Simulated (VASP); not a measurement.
AlNi:

```
Ni Al
1.0
     2.86166    0.00000    0.00000
     0.00000    2.86166    0.00000
     0.00000    0.00000    2.86166
Ni Al
1 1
Direct
  0.50000 0.50000 0.50000
  0.00000 0.00000 0.00000
```

Base run:

```yaml
Program: VASP 6.6.1
Functional: PBE
Potentials_or_basis: VASP PAW PBE potentials, release 64 (Ni, Al)
Cutoff: 520 eV
k_mesh: 9 × 9 × 9
Occupations: fermi-dirac, width 0.05 eV
Spin: collinear spin, ferromagnetic start
Starting_moments: "[1.0, 0.0] μB"
```

Its results: pressure 5.5 GPa; net moment 0.00 μB per cell.

Question: The run is repeated on the same cell with these changes: functional from PBE to PBEsol. What comes out?

Answer: Pressure 0.1 GPa; net moment 0.00 μB per cell.

PBEsol binds more tightly than PBE, so the same cell stands under less pressure.

Caveats: the cell stands under pressure (at least some runs); the PAW data sets were made with another functional, which shifts forces and pressure a little (at least some runs).
